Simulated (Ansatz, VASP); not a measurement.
**One calculation of GdO, two programs**

```
CELL_PARAMETERS angstrom
2.99448 0.00000 0.00000
0.00000 2.99448 0.00000
0.00000 0.00000 2.99448
ATOMIC_POSITIONS crystal
Gd 0.00000 0.00000 0.00000
O 0.50000 0.50000 0.50000
```

Alike in both runs: task single point; functional r2SCAN; k mesh 12 × 12 × 12; occupations gaussian, width 0.05 eV; collinear spin.

|  | VASP | Ansatz |
| --- | --- | --- |
| version | VASP 6.6.1 | Ansatz 0.2.0 |
| potentials or method | VASP PAW PBE potentials, release 64 (Gd, O), cutoff 520 eV | scalar-relativistic, plane waves, PAW |
| valence electrons in the cell | 24 | 24 |

Ansatz gave:

```
gap on the k mesh at the Fermi level (eV)                     : none
pressure (GPa)                                                : -0.1
net moment per atom (μB)                                      : 3.73
size of the moment on the site where the two differ most (μB) : 7.14
```

Estimate VASP's values.

gap on the k mesh at the Fermi level (eV): none; pressure (GPa): 0.0; net moment per atom (μB): 3.72; size of the moment on the site where the two differ most (μB): 7.01.

VASP's potentials were made for PBE, not for r2SCAN. Site moments also hang on the region over which each program counts them. A gap of «none» marks a metal or a gap that the smearing closes. Ansatz's warnings: stability check not made.

Neither program's run includes spin-orbit coupling.
